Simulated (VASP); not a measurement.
# KBr (Fm-3m) in VASP: notebook, part 2 of 2

VASP 6.6.1. The steps go on from the part before.

## (4) Single point, r2SCAN (volume changed by +3%)

POSCAR

```
KBr
1.0
    0.0000000000      3.3351382595      3.3351382595
    3.3351382595      0.0000000000      3.3351382595
    3.3351382595      3.3351382595      0.0000000000
K Br
1 1
Direct
    0.0000000000      0.0000000000      0.0000000000
    0.5000000000      0.5000000000      0.5000000000
```

INCAR.step1

```
PREC = Accurate
ENCUT = 520
ISMEAR = 0
SIGMA = 0.01
LREAL = False
LASPH = True
NELM = 60
NBANDS = 15
GGA = PE
ALGO = Normal
EDIFF = 1E-4
LWAVE = True
LCHARG = False
```

INCAR.step2

```
PREC = Accurate
ENCUT = 520
EDIFF = 1E-6
ISMEAR = 0
SIGMA = 0.01
LREAL = False
LASPH = True
NELM = 60
ALGO = Normal
ISIF = 2
LWAVE = False
LCHARG = True
METAGGA = R2SCAN
LMIXTAU = True
LELF = True
LVHAR = True
NBANDS = 15
ISTART = 1
```

KPOINTS

```
Automatic mesh
0
Gamma
  6 6 6
```

The run is started by

```bash
cat potpaw_PBE.64/K_sv/POTCAR potpaw_PBE.64/Br/POTCAR > POTCAR
cp INCAR.step1 INCAR
mpirun -np 1 vasp_std > vasp.out
cp INCAR.step2 INCAR
mpirun -np 1 vasp_std > vasp.out
```

It took 4.7 min on 1 thread of AMD EPYC 7R13, shared host; peak memory 0.18 GiB.

Results (log left out):

```yaml
Free_energy: -23.2463 eV
Pressure: -0.4 GPa
Band_gap_on_the_k_mesh: 4.99 eV, direct
```

Levels at points of the mesh, in eV from the valence-band top:
```tsv
k point	band 4	band 5	band 6	band 7	band 8	band 9	band 10	band 11	band 12	band 13
(0.00, 0.00, 0.00)	-11.66	-11.66	0.00	0.00	0.00	4.99	8.23	8.23	8.23	9.19
(0.50, 0.00, 0.00)	-11.66	-11.42	-1.10	-0.30	-0.30	7.06	8.75	10.45	10.45	10.71
(0.50, 0.50, 0.00)	-11.69	-11.69	-0.79	-0.28	-0.28	6.39	7.91	9.95	10.16	10.45
```

Caveat: the PAW data sets were made with another functional, which shifts forces and pressure a little.

## (5) Single point, r2SCAN (volume changed by +6%)

POSCAR

```
KBr
1.0
    0.0000000000      3.3672088640      3.3672088640
    3.3672088640      0.0000000000      3.3672088640
    3.3672088640      3.3672088640      0.0000000000
K Br
1 1
Direct
    0.0000000000      0.0000000000      0.0000000000
    0.5000000000      0.5000000000      0.5000000000
```

INCAR.step1

```
PREC = Accurate
ENCUT = 520
ISMEAR = 0
SIGMA = 0.01
LREAL = F
LASPH = T
NELM = 100
NBANDS = 15
GGA = PE
ALGO = Normal
EDIFF = 1E-4
LWAVE = T
LCHARG = F
```

INCAR.step2

```
PREC = Accurate
ENCUT = 520
EDIFF = 1E-6
ISMEAR = 0
SIGMA = 0.01
LREAL = F
LASPH = T
NELM = 100
ALGO = Normal
ISIF = 2
LWAVE = F
LCHARG = T
METAGGA = R2SCAN
LMIXTAU = T
LELF = T
LVHAR = T
NBANDS = 15
ISTART = 1
```

KPOINTS is that of step 4.

Potentials or basis: VASP PAW PBE potentials, release 64 (K_sv, Br).

The run is started by

```bash
cat potpaw_PBE.64/K_sv/POTCAR potpaw_PBE.64/Br/POTCAR > POTCAR
cp INCAR.step1 INCAR
mpirun -np 1 vasp_std > vasp.out
cp INCAR.step2 INCAR
mpirun -np 1 vasp_std > vasp.out
```

OUTCAR:

```text
PREC = Accurate
   ENCUT = 520
   EDIFF = 1E-6
   ISMEAR = 0
   LREAL = F
   LASPH = T
   NELM = 100
   ISIF = 2
   METAGGA = R2SCAN
   ISTART = 1

 ion  position               nearest neighbor table
   1  0.000  0.000  0.000-
   2  0.500  0.500  0.500-

  LATTYP: Found a face centered cubic cell.
 ALAT       =     6.7344177280

  Lattice vectors:

 A1 = (   0.0000000000,   3.3672088640,   3.3672088640)
 A2 = (   3.3672088640,   0.0000000000,   3.3672088640)
 A3 = (   3.3672088640,   3.3672088640,   0.0000000000)

Analysis of symmetry for initial positions (statically):
=====================================================================
 Subroutine PRICEL returns:
 Original cell was already a primitive cell.

 Routine SETGRP: Setting up the symmetry group for a
 face centered cubic supercell.

 Subroutine GETGRP returns: Found 48 space group operations
 (whereof 48 operations were pure point group operations)
 out of a pool of 48 trial point group operations.

The static configuration has the point symmetry O_h .

Analysis of symmetry for dynamics (positions and initial velocities):
=====================================================================
 Subroutine PRICEL returns:
 Original cell was already a primitive cell.

 Routine SETGRP: Setting up the symmetry group for a
 face centered cubic supercell.

 Subroutine GETGRP returns: Found 48 space group operations
 (whereof 48 operations were pure point group operations)
 out of a pool of 48 trial point group operations.

The dynamic configuration has the point symmetry O_h .

 Subroutine INISYM returns: Found 48 space group operations
 (whereof 48 operations are pure point group operations),
 and found     1 'primitive' translations

----------------------------------------------------------------------------------------

                                     Primitive cell

  volume of cell :      76.3555

  direct lattice vectors                    reciprocal lattice vectors
     0.000000000  3.367208864  3.367208864    -0.148490937  0.148490937  0.148490937
     3.367208864  0.000000000  3.367208864     0.148490937 -0.148490937  0.148490937
     3.367208864  3.367208864  0.000000000     0.148490937  0.148490937 -0.148490937

  length of vectors
     4.761952443  4.761952443  4.761952443     0.257193848  0.257193848  0.257193848

  position of ions in fractional coordinates (direct lattice)
     0.000000000  0.000000000  0.000000000
     0.500000000  0.500000000  0.500000000

  ion indices of the primitive-cell ions
   primitive index   ion index
                 1           1
                 2           2

----------------------------------------------------------------------------------------

 KPOINTS: Automatic mesh

Automatic generation of k-mesh.
 Grid dimensions read from file:
 generate k-points for:    6    6    6

 Generating k-lattice:

  Cartesian coordinates                     Fractional coordinates (reciprocal lattice)
    -0.024748490  0.024748490  0.024748490     0.166666667  0.000000000  0.000000000
     0.024748490 -0.024748490  0.024748490     0.000000000  0.166666667  0.000000000
     0.024748490  0.024748490 -0.024748490     0.000000000  0.000000000  0.166666667

  Length of vectors
     0.042865641  0.042865641  0.042865641

  Shift w.r.t. Gamma in fractional coordinates (k-lattice)
     0.000000000  0.000000000  0.000000000

 Subroutine IBZKPT returns following result:
 ===========================================

 Found     16 irreducible k-points:

 Following reciprocal coordinates:
            Coordinates               Weight
  0.000000  0.000000  0.000000      1.000000
  0.166667  0.000000  0.000000      8.000000
  0.333333  0.000000  0.000000      8.000000
  0.500000  0.000000  0.000000      4.000000
  0.166667  0.166667  0.000000      6.000000
  0.333333  0.166667  0.000000     24.000000
[... 8 lines left out ...]
 -0.333333  0.333333  0.166667     24.000000
 -0.333333  0.500000  0.166667     12.000000
   k-points           NKPTS =     16   k-points in BZ     NKDIM =     16   number of bands    NBANDS=     15
   number of dos      NEDOS =    301   number of ions     NIONS =      2
   total plane-waves  NPLWV =  46656
   dimension x,y,z NGX =    36 NGY =   36 NGZ =   36
   dimension x,y,z NGXF=    72 NGYF=   72 NGZF=   72
   ions per type =               1   1
   NGX,Y,Z   is equivalent  to a cutoff of  12.57, 12.57, 12.57 a.u.
   NGXF,Y,Z  is equivalent  to a cutoff of  25.14, 25.14, 25.14 a.u.
 SYSTEM =  unknown system
   PREC   = accura    normal or accurate (medium, high low for compatibility)
   ISTART =      1    job   : 0-new  1-cont  2-samecut
   ICHARG =      0    charge: 1-file 2-atom 10-const
   ISPIN  =      1    spin polarized calculation?
   LNONCOLLINEAR =      F non collinear calculations
   LSORBIT =      F    spin-orbit coupling
   LASPH  =      T    aspherical Exc in radial PAW
   ENCUT  =  520.0 eV  38.22 Ry    6.18 a.u.   8.85  8.85  8.85*2*pi/ulx,y,z
   NELM   =    100;   NELMIN=  2; NELMDL=  0     # of ELM steps
   EDIFF  = 0.1E-05   stopping-criterion for ELM
   LREAL  =      F    real-space projection
   EDIFFG = 0.1E-04   stopping-criterion for IOM
   NSW    =      0    number of steps for IOM
   IBRION =     -1    ionic relax: 0-MD 1-quasi-New 2-CG
   NFREE  =      0    steps in history (QN), initial steepest desc. (CG)
   ISIF   =      2    stress and relaxation
   ISYM   =      2    0-nonsym 1-usesym 2-fastsym
   POTIM  = 0.5000    time-step for ionic-motion
   TEBEG  =    0.0;   TEEND  =   0.0 temperature during run
   PSTRESS=    0.0 pullay stress
   NELECT =      16.0000    total number of electrons
   NUPDOWN=      -1.0000    fix difference up-down
   EMIN   =  10.00;   EMAX   =-10.00  energy-range for DOS
   EFERMI =   0.00;   METHOD = LEGACY
   ISMEAR =     0;   SIGMA  =   0.01  broadening in eV -4-tet -1-fermi 0-gaus
   EFERMI_NEDOS =   21; number of points for ismear=-14 and -15
   IALGO  =     38    algorithm
   IMIX   =      4    mixing-type and parameters
     AMIX     =   0.40;   BMIX     =  1.00
     AMIX_MAG =   1.60;   BMIX_MAG =  1.00
  volume/ion in A,a.u.               =      38.18       257.64
  Fermi-wavevector in a.u.,A,eV,Ry     =   0.972377  1.837526 12.864546  0.945517
  Thomas-Fermi vector in A             =   2.102671
   LORBIT       =      0    0 simple, 1 ext, 2 COOP (PROOUT), +10 PAW based schemes
   METAGGA = R2SCAN    functional components
   LHFCALC =     F    Hartree Fock is set to
   AEXX    =    0.0000 exact exchange contribution
   IVDW    =     0    specifies the selected vdW correction
   LEPSILON=     F    determine dielectric tensor
   LRPA    =     F    only Hartree local field effects (RPA)
 non-spin polarized calculation
 Gauss-broadening in eV      SIGMA  =   0.01
  energy-cutoff  :      520.00
  volume of cell :       76.36
 maximum number of plane-waves:      2085
   NGX = 17   NGY = 17   NGZ = 17

 number of electron      16.0000003 magnetization

 Free energy of the ion-electron system (eV)
  ---------------------------------------------------
  ext. energy  EPLUGINS =         0.00000000
  ---------------------------------------------------
  free energy    TOTEN  =       -23.23839732 eV

  energy without entropy =      -23.23839732  energy(sigma->0) =      -23.23839732

 E-fermi :  -2.2784     XC(G=0):  -7.4894

 val. band max:       -2.3749652189   @ k =   0.0000   0.0000   0.0000
 cond. band min:       2.5386204576   @ k =   0.0000   0.0000   0.0000
 fundamental gap:      4.9135856765
 Fermi energy:        -2.2784119431

 k-point     1 :       0.0000    0.0000    0.0000
  band No.  band energies     occupation
      1     -31.3931      2.00000
      2     -15.0321      2.00000
      3     -14.0939      2.00000
      4     -14.0939      2.00000
      5     -14.0939      2.00000
      6      -2.3750      2.00000
      7      -2.3750      2.00000
      8      -2.3750      2.00000
      9       2.5386      0.00000
     10       5.8483      0.00000
     11       5.8483      0.00000
     12       5.8483      0.00000
     13       6.7909      0.00000
     14       6.7909      0.00000
[... 257 lines left out ...]
      2     -15.0108      2.00000
      3     -14.1515      2.00000
      4     -14.1311      2.00000
      5     -14.0353      2.00000
      6      -3.0324      2.00000
      7      -2.7944      2.00000
      8      -2.7894      2.00000
      9       4.7368      0.00000
     10       6.1477      0.00000
     11       6.3390      0.00000
     12       7.4903      0.00000
     13       8.3142      0.00000
     14       9.0137      0.00000
     15       9.4434      0.00000

------------------------ aborting loop because EDIFF is reached ----------------------------------------

  FORCE on cell =-STRESS in cart. coord.  units (eV):
  Direction    XX          YY          ZZ          XY          YZ          ZX
  --------------------------------------------------------------------------------------
  -------------------------------------------------------------------------------------
  Total       -0.3757177     -0.3757177     -0.3757177      0.0000000     -0.0000000      0.0000000
  in kB       -7.8837360     -7.8837360     -7.8837360      0.0000000     -0.0000000      0.0000000
  external PRESSURE =      -7.8837360 kB  Pullay stress =       0.0000000 kB

 VOLUME and BASIS-vectors are now :
 -----------------------------------------------------------------------------
  energy-cutoff  :      520.00
  volume of cell :       76.36
      direct lattice vectors                 reciprocal lattice vectors
     0.000000000  3.367208864  3.367208864    -0.148490937  0.148490937  0.148490937
     3.367208864  0.000000000  3.367208864     0.148490937 -0.148490937  0.148490937
     3.367208864  3.367208864  0.000000000     0.148490937  0.148490937 -0.148490937

 POSITION                                       TOTAL-FORCE (eV/Angst)
 -----------------------------------------------------------------------------------
      0.00000      0.00000      0.00000         0.000000      0.000000      0.000000
      3.36721      3.36721      3.36721        -0.000000     -0.000000     -0.000000
 -----------------------------------------------------------------------------------
    total drift:                                0.000000      0.000000      0.000000

  FREE ENERGIE OF THE ION-ELECTRON SYSTEM (eV)
  ---------------------------------------------------
  free  energy   TOTEN  =       -23.2383973185 eV

  energy  without entropy=      -23.2383973185  energy(sigma->0) =      -23.23839732
```

OUTCAR.step1:

```text
PREC = Accurate
   ENCUT = 520
   ISMEAR = 0
   LREAL = F
   LASPH = T
[... 497 lines left out ...]
 -----------------------------------------------------------------------------------
      0.00000      0.00000      0.00000         0.000000      0.000000     -0.000000
      3.36721      3.36721      3.36721        -0.000000     -0.000000      0.000000
 -----------------------------------------------------------------------------------
    total drift:                                0.000000      0.000000      0.000000

  FREE ENERGIE OF THE ION-ELECTRON SYSTEM (eV)
  ---------------------------------------------------
  free  energy   TOTEN  =        -6.2233368216 eV

  energy  without entropy=       -6.2233368216  energy(sigma->0) =       -6.22333682
```

It took 4.6 min on 1 thread of AMD EPYC 7R13, shared host; peak memory 0.19 GiB.

What came out:

```yaml
Free_energy: -23.2384 eV
Pressure: -0.8 GPa
Band_gap_on_the_k_mesh: 4.91 eV, direct
```

Levels at points of the mesh, in eV from the valence-band top:
```csv
k point,band 6,band 7,band 8,band 9,band 10,band 11
"(0.00, 0.00, 0.00)",0.00,0.00,0.00,4.91,8.22,8.22
"(0.50, 0.00, 0.00)",-1.05,-0.28,-0.28,7.00,8.64,10.37
"(0.50, 0.50, 0.00)",-0.76,-0.27,-0.27,6.42,7.80,9.79
```

Caveat: the PAW data sets were made with another functional, which shifts forces and pressure a little.

## (6) The runs side by side

```tsv
cell	gap on the mesh (eV)	pressure (GPa)
a = 4.670 Å, angles 60.0°, 2 atoms	5.07	0.0
a = 4.717 Å, angles 60.0°, 2 atoms	4.99	-0.4
a = 4.762 Å, angles 60.0°, 2 atoms	4.91	-0.8
```

Alike in all rows: task single point; level r2SCAN; potentials or basis VASP PAW PBE potentials, release 64 (K_sv, Br); no spin polarisation; k mesh 6 × 6 × 6; cutoff (eV) 520; smearing gaussian 0.01 eV.

Caveats: the PAW data sets were made with another functional, which shifts forces and pressure a little.

Total energies depend on the potentials used, so only differences within one code and one set of settings carry meaning.
